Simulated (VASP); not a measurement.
# CaOs3 (Pm-3m) in VASP: a series of runs

Runs on CaOs3. Level: PBE. Tasks: single point, relaxation of cell and atoms.

Program: VASP 6.6.1. These are calculated values, not measurements. Logs are shortened: lines on timing, memory, paths and dates and some standing lists are left out, and cuts for length are marked.

## (1) The cell of the first run

Symmetry: Pm-3m, No. 221, cubic system. The conventional cell has a = 4.024 Å, b = 4.024 Å, c = 4.024 Å, α = 90.00°, β = 90.00°, γ = 90.00°. Ca (site symmetry m-3m) has 12 Os at 2.85 Å within 3.7 Å. Within 3.7 Å of Os (site symmetry 4/mmm) lie 4 Ca at 2.85 Å and 8 Os at 2.85 Å.

## (2) Single point, PBE

Contents of INCAR:

```
PREC = Accurate ; ENCUT = 520
EDIFF = 1E-7 ; ISMEAR = 0
SIGMA = 0.1 ; LREAL = F
LASPH = T ; NELM = 60
ALGO = Fast ; ISIF = 2
LWAVE = F ; LCHARG = F
GGA = PE ; NBANDS = 25
```

Contents of KPOINTS:

```
Automatic mesh
0
Gamma
  12 12 12
```

Contents of POSCAR:

```
CaOs3
1.0
    4.0236109256      0.0000000000      0.0000000000
    0.0000000000      4.0236109256      0.0000000000
    0.0000000000      0.0000000000      4.0236109256
Ca Os
1 3
Direct
    0.0000000000      0.0000000000      0.0000000000
    0.0000000000      0.5000000000      0.5000000000
    0.5000000000      0.0000000000      0.5000000000
    0.5000000000      0.5000000000      0.0000000000
```

Potentials or basis: VASP PAW PBE potentials, release 64 (Ca_sv, Os).

Started as:

```console
$ cat potpaw_PBE.64/Ca_sv/POTCAR potpaw_PBE.64/Os/POTCAR > POTCAR
$ mpirun -np 1 vasp_std > vasp.out
```

OUTCAR:

```text
PREC = Accurate
   ENCUT = 520
   EDIFF = 1E-7
   ISMEAR = 0
   LREAL = F
   LASPH = T
   NELM = 60
   ISIF = 2
   GGA = PE

 ion  position               nearest neighbor table
   1  0.000  0.000  0.000-   2 2.85   3 2.85   4 2.85   2 2.85   3 2.85   2 2.85   4 2.85   2 2.85
                             3 2.85   4 2.85   3 2.85   4 2.85
   2  0.000  0.500  0.500-   1 2.85   3 2.85   4 2.85   1 2.85   4 2.85   1 2.85   3 2.85   1 2.85
                             3 2.85   4 2.85   4 2.85   3 2.85
   3  0.500  0.000  0.500-   1 2.85   2 2.85   4 2.85   1 2.85   4 2.85   2 2.85   4 2.85   4 2.85
                             1 2.85   2 2.85   1 2.85   2 2.85
   4  0.500  0.500  0.000-   1 2.85   2 2.85   3 2.85   2 2.85   3 2.85   1 2.85   3 2.85   3 2.85
                             1 2.85   2 2.85   2 2.85   1 2.85

  LATTYP: Found a simple cubic cell.
 ALAT       =     4.0236109256

  Lattice vectors:

 A1 = (   4.0236109256,   0.0000000000,   0.0000000000)
 A2 = (   0.0000000000,   4.0236109256,   0.0000000000)
 A3 = (   0.0000000000,   0.0000000000,   4.0236109256)

Analysis of symmetry for initial positions (statically):
=====================================================================
 Subroutine PRICEL returns:
 Original cell was already a primitive cell.

 Routine SETGRP: Setting up the symmetry group for a
 simple cubic supercell.

 Subroutine GETGRP returns: Found 48 space group operations
 (whereof 48 operations were pure point group operations)
 out of a pool of 48 trial point group operations.

The static configuration has the point symmetry O_h .

Analysis of symmetry for dynamics (positions and initial velocities):
=====================================================================
 Subroutine PRICEL returns:
 Original cell was already a primitive cell.

 Routine SETGRP: Setting up the symmetry group for a
 simple cubic supercell.

 Subroutine GETGRP returns: Found 48 space group operations
 (whereof 48 operations were pure point group operations)
 out of a pool of 48 trial point group operations.

The dynamic configuration has the point symmetry O_h .

 Subroutine INISYM returns: Found 48 space group operations
 (whereof 48 operations are pure point group operations),
 and found     1 'primitive' translations

----------------------------------------------------------------------------------------

                                     Primitive cell

  volume of cell :      65.1400

  direct lattice vectors                    reciprocal lattice vectors
     4.023610926  0.000000000  0.000000000     0.248532977  0.000000000  0.000000000
     0.000000000  4.023610926  0.000000000     0.000000000  0.248532977  0.000000000
     0.000000000  0.000000000  4.023610926     0.000000000  0.000000000  0.248532977

  length of vectors
     4.023610926  4.023610926  4.023610926     0.248532977  0.248532977  0.248532977

  position of ions in fractional coordinates (direct lattice)
     0.000000000  0.000000000  0.000000000
     0.000000000  0.500000000  0.500000000
     0.500000000  0.000000000  0.500000000
     0.500000000  0.500000000  0.000000000

  ion indices of the primitive-cell ions
   primitive index   ion index
                 1           1
                 2           2
                 3           3
                 4           4

----------------------------------------------------------------------------------------

 KPOINTS: Automatic mesh

Automatic generation of k-mesh.
 Grid dimensions read from file:
 generate k-points for:   12   12   12

 Generating k-lattice:

  Cartesian coordinates                     Fractional coordinates (reciprocal lattice)
     0.020711081  0.000000000  0.000000000     0.083333333  0.000000000  0.000000000
     0.000000000  0.020711081  0.000000000     0.000000000  0.083333333  0.000000000
     0.000000000  0.000000000  0.020711081     0.000000000  0.000000000  0.083333333

  Length of vectors
     0.020711081  0.020711081  0.020711081

  Shift w.r.t. Gamma in fractional coordinates (k-lattice)
     0.000000000  0.000000000  0.000000000

 Subroutine IBZKPT returns following result:
 ===========================================

 Found     84 irreducible k-points:

 Following reciprocal coordinates:
            Coordinates               Weight
  0.000000  0.000000  0.000000      1.000000
  0.083333  0.000000  0.000000      6.000000
  0.166667  0.000000  0.000000      6.000000
  0.250000  0.000000  0.000000      6.000000
  0.333333  0.000000  0.000000      6.000000
  0.416667  0.000000  0.000000      6.000000
[... 16 lines left out ...]
  0.333333  0.333333  0.000000     12.000000
  0.416667  0.333333  0.000000     24.000000
 [... further k-points ...]
   k-points           NKPTS =     84   k-points in BZ     NKDIM =     84   number of bands    NBANDS=     25
   number of dos      NEDOS =    301   number of ions     NIONS =      4
   total plane-waves  NPLWV =  27000
   dimension x,y,z NGX =    30 NGY =   30 NGZ =   30
   dimension x,y,z NGXF=    60 NGYF=   60 NGZF=   60
   ions per type =               1   3
   NGX,Y,Z   is equivalent  to a cutoff of  12.40, 12.40, 12.40 a.u.
   NGXF,Y,Z  is equivalent  to a cutoff of  24.79, 24.79, 24.79 a.u.
 SYSTEM =  unknown system
   PREC   = accura    normal or accurate (medium, high low for compatibility)
   ISTART =      0    job   : 0-new  1-cont  2-samecut
   ICHARG =      2    charge: 1-file 2-atom 10-const
   ISPIN  =      1    spin polarized calculation?
   LNONCOLLINEAR =      F non collinear calculations
   LSORBIT =      F    spin-orbit coupling
   LASPH  =      T    aspherical Exc in radial PAW
   ENCUT  =  520.0 eV  38.22 Ry    6.18 a.u.   7.48  7.48  7.48*2*pi/ulx,y,z
   NELM   =     60;   NELMIN=  2; NELMDL= -5     # of ELM steps
   EDIFF  = 0.1E-06   stopping-criterion for ELM
   LREAL  =      F    real-space projection
   EDIFFG = 0.1E-05   stopping-criterion for IOM
   NSW    =      0    number of steps for IOM
   IBRION =     -1    ionic relax: 0-MD 1-quasi-New 2-CG
   NFREE  =      0    steps in history (QN), initial steepest desc. (CG)
   ISIF   =      2    stress and relaxation
   ISYM   =      2    0-nonsym 1-usesym 2-fastsym
   POTIM  = 0.5000    time-step for ionic-motion
   TEBEG  =    0.0;   TEEND  =   0.0 temperature during run
   PSTRESS=    0.0 pullay stress
   NELECT =      34.0000    total number of electrons
   NUPDOWN=      -1.0000    fix difference up-down
   EMIN   =  10.00;   EMAX   =-10.00  energy-range for DOS
   EFERMI =   0.00;   METHOD = LEGACY
   ISMEAR =     0;   SIGMA  =   0.10  broadening in eV -4-tet -1-fermi 0-gaus
   EFERMI_NEDOS =   21; number of points for ismear=-14 and -15
   IALGO  =     68    algorithm
   IMIX   =      4    mixing-type and parameters
     AMIX     =   0.40;   BMIX     =  1.00
     AMIX_MAG =   1.60;   BMIX_MAG =  1.00
  volume/ion in A,a.u.               =      16.29       109.90
  Fermi-wavevector in a.u.,A,eV,Ry     =   1.318111  2.490868 23.638971  1.737415
  Thomas-Fermi vector in A             =   2.448104
   LORBIT       =      0    0 simple, 1 ext, 2 COOP (PROOUT), +10 PAW based schemes
   GGA     = PE    functional components
   LHFCALC =     F    Hartree Fock is set to
   AEXX    =    0.0000 exact exchange contribution
   IVDW    =     0    specifies the selected vdW correction
   LEPSILON=     F    determine dielectric tensor
   LRPA    =     F    only Hartree local field effects (RPA)
 non-spin polarized calculation
 RMM-DIIS sequential band-by-band and
 Gauss-broadening in eV      SIGMA  =   0.10
  energy-cutoff  :      520.00
  volume of cell :       65.14
 maximum number of plane-waves:      1777
 NGX is ok and might be reduce to    30
   NGX = 15   NGY = 15   NGZ = 15

 number of electron      33.9999993 magnetization

 Free energy of the ion-electron system (eV)
  ---------------------------------------------------
  ext. energy  EPLUGINS =         0.00000000
  ---------------------------------------------------
  free energy    TOTEN  =       -32.15577696 eV

  energy without entropy =      -32.12793306  energy(sigma->0) =      -32.14185501

 E-fermi :   6.5784     XC(G=0): -12.7097

 val. band max:        6.5718897049   @ k =   0.5000   0.2500   0.1667
 cond. band min:       6.5792007437   @ k =   0.3333   0.2500   0.1667
 fundamental gap:      0.0073110388
 Fermi energy:         6.5784200024

 k-point     1 :       0.0000    0.0000    0.0000
  band No.  band energies     occupation
      1     -31.6268      2.00000
      2     -12.8532      2.00000
      3     -12.8532      2.00000
      4     -12.8532      2.00000
      5      -1.5783      2.00000
      6       1.4440      2.00000
[... 17 lines left out ...]
     24      13.1455      0.00000
     25      13.1455      0.00000

 k-point     2 :       0.0833    0.0000    0.0000
  band No.  band energies     occupation
      1     -31.6260      2.00000
      2     -12.8660      2.00000
      3     -12.8554      2.00000
      4     -12.8554      2.00000
      5      -1.4835      2.00000
      6       1.5077      2.00000
[... 17 lines left out ...]
     24      13.1054      0.00000
     25      13.2662      0.00000

 k-point     3 :       0.1667    0.0000    0.0000
  band No.  band energies     occupation
      1     -31.6239      2.00000
      2     -12.9006      2.00000
      3     -12.8613      2.00000
      4     -12.8613      2.00000
      5      -1.2062      2.00000
      6       1.6879      2.00000
[... 552 lines left out ...]
 k-point    23 :       0.3333    0.3333    0.0000
  band No.  band energies     occupation
      1     -31.6133      2.00000
      2     -12.9823      2.00000
      3     -12.9503      2.00000
      4     -12.8986      2.00000
      5       0.8610      2.00000
      6       2.9195      2.00000
[... 17 lines left out ...]
     24      12.6929      0.00000
     25      13.0127      0.00000

 k-point    24 :       0.4167    0.3333    0.0000
  band No.  band energies     occupation
      1     -31.6121      2.00000
      2     -12.9904      2.00000
      3     -12.9571      2.00000
      4     -12.9038      2.00000
      5       1.3377      2.00000
      6       2.7024      2.00000
[... 17 lines left out ...]
     24      12.4814      0.00000
     25      12.9303      0.00000

 [... further k-points ...]

------------------------ aborting loop because EDIFF is reached ----------------------------------------

  FORCE on cell =-STRESS in cart. coord.  units (eV):
  Direction    XX          YY          ZZ          XY          YZ          ZX
  --------------------------------------------------------------------------------------
  -------------------------------------------------------------------------------------
  Total        0.0812697      0.0812697      0.0812697     -0.0000000     -0.0000000      0.0000000
  in kB        1.9989012      1.9989012      1.9989012     -0.0000000     -0.0000000      0.0000000
  external PRESSURE =       1.9989012 kB  Pullay stress =       0.0000000 kB

 VOLUME and BASIS-vectors are now :
 -----------------------------------------------------------------------------
  energy-cutoff  :      520.00
  volume of cell :       65.14
      direct lattice vectors                 reciprocal lattice vectors
     4.023610926  0.000000000  0.000000000     0.248532977  0.000000000  0.000000000
     0.000000000  4.023610926  0.000000000     0.000000000  0.248532977  0.000000000
     0.000000000  0.000000000  4.023610926     0.000000000  0.000000000  0.248532977

 POSITION                                       TOTAL-FORCE (eV/Angst)
 -----------------------------------------------------------------------------------
      0.00000      0.00000      0.00000         0.000000      0.000000      0.000000
      0.00000      2.01181      2.01181         0.000000      0.000000      0.000000
      2.01181      0.00000      2.01181         0.000000      0.000000      0.000000
      2.01181      2.01181      0.00000         0.000000      0.000000      0.000000
 -----------------------------------------------------------------------------------
    total drift:                                0.000000      0.000000     -0.000000

  FREE ENERGIE OF THE ION-ELECTRON SYSTEM (eV)
  ---------------------------------------------------
  free  energy   TOTEN  =       -32.1557769571 eV

  energy  without entropy=      -32.1279330644  energy(sigma->0) =      -32.14185501
```

Wall time 5.9 min (1 thread of Oxide Virtual Turin-like, shared host); peak memory 0.22 GiB.

Results:

```
Free energy            : -32.1558 eV
Pressure               : 0.2 GPa
Band gap on the k mesh : zero (bands 17 and 18 overlap by 3.00 eV)
```

Caveat: spin-orbit coupling is left out, which moves the levels of the heavy elements.

## (3) Relaxation of cell and atoms, PBE

Contents of INCAR:

```
SYSTEM = CaOs3
  PREC = Accurate
  ENCUT = 600
  EDIFF = 1E-6
  ISMEAR = 0
  SIGMA = 0.1
  LREAL = .False.
  LASPH = .True.
  NELM = 60
  ALGO = Fast
  ISIF = 3
  LWAVE = .False.
  LCHARG = .False.
  GGA = PE
  IBRION = 2
  NSW = 100
  EDIFFG = -0.01
```

Contents of KPOINTS:

```
regular mesh
0
Gamma
  12 12 12
  0 0 0
```

POSCAR is that of step 2.

Potentials or basis: VASP PAW PBE potentials, release 64 (Ca_sv, Os).

Started as:

```console
$ cat potpaw_PBE.64/Ca_sv/POTCAR potpaw_PBE.64/Os/POTCAR > POTCAR
$ mpirun -np 1 vasp_std > vasp.out
```

Wall time 10 min (1 thread of Oxide Virtual Turin-like, shared host); peak memory 0.26 GiB.

It converged, with:

* Free energy: -32.1583 eV
* Relaxed volume: 16.30 Å³/atom
* Relaxed cell: a = 4.025 Å, b = 4.025 Å, c = 4.025 Å, α = 90.00°, β = 90.00°, γ = 90.00°
* Space group after relaxing (to 0.1 Å): Pm-3m (No. 221)
* Energy gained by relaxing: 0.0 meV/atom
* Ionic steps: 3
* Pressure after relaxing: 0.0 GPa
* Band gap on the k mesh: zero (bands 17 and 18 overlap by 2.99 eV)

Final structure:
```
CELL_PARAMETERS angstrom
4.02508 0.00000 0.00000
0.00000 4.02508 0.00000
0.00000 0.00000 4.02508
ATOMIC_POSITIONS crystal
Ca 0.00000 0.00000 0.00000
Os 0.00000 0.50000 0.50000
Os 0.50000 0.00000 0.50000
Os 0.50000 0.50000 0.00000
```

Levels at points of the mesh, in eV from the Fermi level:
| k point | band 14 | band 15 | band 16 | band 17 | band 18 | band 19 | band 20 | band 21 |
| --- | --- | --- | --- | --- | --- | --- | --- | --- |
| (0.00, 0.00, 0.00) | -0.85 | 1.03 | 1.03 | 2.34 | 2.89 | 2.89 | 2.89 | 3.51 |
| (0.50, 0.00, 0.00) | -1.90 | -1.11 | -0.90 | -0.18 | -0.01 | -0.01 | 1.30 | 2.90 |
| (0.50, 0.50, 0.00) | -2.02 | -1.55 | -0.72 | -0.66 | -0.66 | 0.28 | 0.42 | 0.51 |
| (0.50, 0.50, 0.50) | -1.06 | -0.11 | -0.11 | 0.08 | 1.78 | 1.78 | 1.78 | 2.36 |

Caveat: spin-orbit coupling is left out, which moves the levels of the heavy elements.
